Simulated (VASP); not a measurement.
A run of VASP 6.6.1:

File POSCAR:

```
TiB2
1.0
    3.0292000000      0.0000000000      0.0000000000
   -1.5146000000      2.6233641531      0.0000000000
    0.0000000000      0.0000000000      3.2284000000
Ti B
1 2
Direct
    0.0000000000      0.0000000000      0.0000000000
    0.6666666667      0.3333333333      0.5000000000
    0.3333333333      0.6666666667      0.5000000000
```

File INCAR.step1:

```
SYSTEM = TiB2
  PREC = Accurate
  ENCUT = 520
  EDIFF = 1E-6
  ISMEAR = -1
  SIGMA = 0.05
  LREAL = .False.
  LASPH = .True.
  NELM = 150
  ALGO = Normal
  ISIF = 2
  LWAVE = .False.
  LCHARG = .True.
  LMAXMIX = 4
  LDAU = .True.
  LDAUTYPE = 2
  LDAUL = 2 -1
  LDAUU = 2 0
  LDAUJ = 0 0
  LDAUPRINT = 1
  GGA = PS
  NBANDS = 16
```

Contents of KPOINTS.step1:

```
regular mesh
0
Gamma
  10 10 8
  0 0 0
```

INCAR.step2

```
SYSTEM = TiB2
  PREC = Accurate
  ENCUT = 520
  EDIFF = 1E-6
  ISMEAR = -5
  SIGMA = 0.05
  LREAL = .False.
  LASPH = .True.
  NELM = 150
  ALGO = Normal
  ISIF = 2
  LWAVE = .False.
  LCHARG = .False.
  LMAXMIX = 4
  LDAU = .True.
  LDAUTYPE = 2
  LDAUL = 2 -1
  LDAUU = 2 0
  LDAUJ = 0 0
  LDAUPRINT = 1
  GGA = PS
  LORBIT = 11
  NEDOS = 2001
  ICHARG = 11
```

KPOINTS.step2

```
regular mesh
0
Gamma
  15 15 12
  0 0 0
```

Potentials or basis: VASP PAW PBE potentials, release 64 (Ti_sv, B).

Run with:

```sh
$ cat potpaw_PBE.64/Ti_sv/POTCAR potpaw_PBE.64/B/POTCAR > POTCAR
$ cp INCAR.step1 INCAR
$ cp KPOINTS.step1 KPOINTS
$ mpirun -np 1 vasp_std > vasp.out
$ cp INCAR.step2 INCAR
$ cp KPOINTS.step2 KPOINTS
$ mpirun -np 1 vasp_std > vasp.out
```

Hardware: 1 thread of Intel(R) Xeon(R) 6975P-C (Granite Rapids) (shared host).

Q: Estimate the wall time of this run.

A: Wall time 20 s on 1 thread of Intel(R) Xeon(R) 6975P-C (Granite Rapids), on a shared host, peak memory 0.18 GiB. Counts: k points 189.
